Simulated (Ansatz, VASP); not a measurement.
**Two plane-wave programs on SnTe**

```
CELL_PARAMETERS angstrom
0.00000 3.61115 3.61115
3.61115 0.00000 3.61115
3.61115 3.61115 0.00000
ATOMIC_POSITIONS crystal
Sn 0.99165 0.99256 0.98389
Te 0.73764 0.76095 0.73612
```

Alike in both runs: task single point; functional LDA; k mesh 4 × 4 × 4; no spin polarisation.

```csv
,VASP,Ansatz
version,VASP 6.6.1,Ansatz 0.2.0
potentials or method,"VASP PAW LDA potentials, release 64 (Sn_d, Te), cutoff 500 eV","plane waves, PAW"
occupations,"gaussian, width 0.01 eV",fixed
valence electrons in the cell,20,30
```

|  | VASP | Ansatz | Ansatz less VASP |
| --- | --- | --- | --- |
| pressure (GPa) | -2.3 | -2.2 | +0.06 |
| traceless stress, the component that is largest in VASP (GPa) | 0.32 | 0.31 | -0.004 |
| rms of the force components (eV/Å) | 0.116 | 0.116 | -0.0004 |

LDA's correlation is that of Perdew and Zunger in VASP and of Perdew and Wang (1992) in Ansatz. Atom by atom the forces differ by 0.001 eV/Å (rms over components). VASP's potentials hold 20 valence electrons a cell and Ansatz's 30, so a difference there can come from the potentials and not from the codes. Ansatz's warnings: metallic iterate, stress scf threshold loose.

The k mesh is coarse, so the values compare programs but aren't converged. Neither program's run includes spin-orbit coupling.
